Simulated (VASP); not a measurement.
ZnO: relaxation of the atoms with PBE

ZnO:

```
Zn O
1.0
     3.24940    0.00000    0.00000
    -1.62470    2.81406    0.00000
     0.00000    0.00000    5.25584
Zn O
2 2
Direct
  0.33333 0.66667 0.00048
  0.66667 0.33333 0.50048
  0.33333 0.66667 0.38162
  0.66667 0.33333 0.88162
```

This cell differs from its parent crystal: z stretched by +1 %.

| Quantity | Value |
| --- | --- |
| Program | VASP 6.6.1 |
| Task | relaxation of the atoms |
| Functional | PBE |
| Potentials or basis | VASP PAW PBE potentials, release 64 (Zn, O) |
| Cutoff | 520 eV |
| k mesh | 11 × 11 × 6 |
| Occupations | fermi-dirac, width 0.02 eV |
| Spin | no spin polarisation |
| Dipole correction | no |
| Further INCAR settings | ALGO = Normal; EDIFF = 1e-07; IBRION = 2; EDIFFG = -0.02; NSW = 80 |

The energy gained by relaxing is 0.3 meV/atom, the ionic steps are 3 and the pressure after relaxing is 4.5 GPa. The band gap on the k mesh is 0.76 eV.

Forces in eV/Å, atoms in the order of the input:
```
Zn   0.000  0.000 -0.002
Zn   0.000  0.000 -0.002
O    0.000  0.000  0.002
O    0.000  0.000  0.002
```

Stress tensor (GPa, compression positive):
```
4.57 0.00 0.00
0.00 4.57 0.00
0.00 0.00 4.38
```

Step by step:
| step | energy change (eV) | largest force (eV/Å) | pressure (GPa) |
| --- | --- | --- | --- |
| 1 | 0.0000 | 0.0886 | 4.56 |
| 2 | -0.0011 | 0.0362 | 4.51 |
| 3 | -0.0013 | 0.0021 | 4.51 |

Final structure:
```cif
data_structure
_symmetry_space_group_name_H-M 'P 1'
_symmetry_Int_Tables_number 1
_cell_length_a 3.2494
_cell_length_b 3.2494
_cell_length_c 5.2558
_cell_angle_alpha 90.000
_cell_angle_beta 90.000
_cell_angle_gamma 120.000
_cell_volume 48.06
loop_
_atom_site_label
_atom_site_type_symbol
_atom_site_fract_x
_atom_site_fract_y
_atom_site_fract_z
_atom_site_occupancy
Zn1 Zn 0.33333 0.66667 0.00185 1
Zn2 Zn 0.66667 0.33333 0.50185 1
O1 O 0.33333 0.66667 0.38025 1
O2 O 0.66667 0.33333 0.88025 1
```

Levels at points of the mesh, in eV from the valence-band top:
```
           k point  band 14  band 15  band 16  band 17  band 18  band 19  band 20  band 21  band 22
(0.00, 0.00, 0.00)    -0.78    -0.78    -0.09     0.00     0.00     0.76     5.20     8.14    12.88
(0.00, 0.00, 0.50)    -2.25    -0.39    -0.39    -0.39    -0.39     3.42     3.42    10.01    10.01
```

Run time: 3.4 min on 1 thread of Oxide Virtual Turin-like Processor (shared host), peak memory 0.16 GiB.

Caveat: the cell differs from its parent crystal (z stretched by +1 %); semilocal functionals underestimate gaps, and a narrow one can read as zero.
